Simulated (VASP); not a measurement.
Wanted: the native input for a VASP 6.6.1 run.

| Quantity | Value |
| --- | --- |
| Task | single point |
| Functional | PBE |
| Potentials or basis | VASP PAW PBE potentials, release 64 (Fe, O) |
| Cutoff | 520 eV |
| k mesh | 1 × 1 × 17 |
| Occupations | gaussian, width 0.05 eV |
| Spin | collinear spin, ferromagnetic start |
| Starting moments | [3.79, 0.5] μB |
| Dipole correction | no |
| Further INCAR settings | ALGO = Normal; EDIFF = 1e-07; NBANDS = 18 |

The structure of FeO lies in POSCAR:

```
FeO
1.0
    9.0000000000      0.0000000000      0.0000000000
    0.0000000000      9.3000000000      0.0000000000
    0.0000000000      0.0000000000      3.5479281277
Fe O
1 1
Direct
    0.5000000000      0.5000000000     -0.0174989664
    0.5000000000      0.5000000000      0.4824989664
```

One way to write it, as run:

INCAR

```
ALGO = Normal
EDIFF = 1E-7
ENCUT = 520
GGA = PE
ISIF = 2
ISMEAR = 0
ISPIN = 2
LASPH = T
LCHARG = F
LMAXMIX = 4
LORBIT = 11
LREAL = F
LWAVE = F
MAGMOM = 3.79 0.5
NBANDS = 18
NELM = 150
PREC = Accurate
SIGMA = 0.05
```

KPOINTS

```
k-points
0
Gamma
  1 1 17
```

Potentials or basis: VASP PAW PBE potentials, release 64 (Fe, O).

Command:

```sh
$ cat potpaw_PBE.64/Fe/POTCAR potpaw_PBE.64/O/POTCAR > POTCAR
$ mpirun -np 1 vasp_std > vasp.out
```

It gave:

The net moment is 4.00 μB per cell. The site moments are Fe +3.39; O +0.22 μB and the valence electrons inside the program's atomic spheres are Fe 6.96; O 5.02.

Caveat: only a ferromagnetic start was run, and an antiferromagnetic order may lie lower in energy.

Run time: 3 min on 1 thread of Intel(R) Xeon(R) Platinum 8559C (Emerald Rapids) (shared host), peak memory 0.48 GiB.
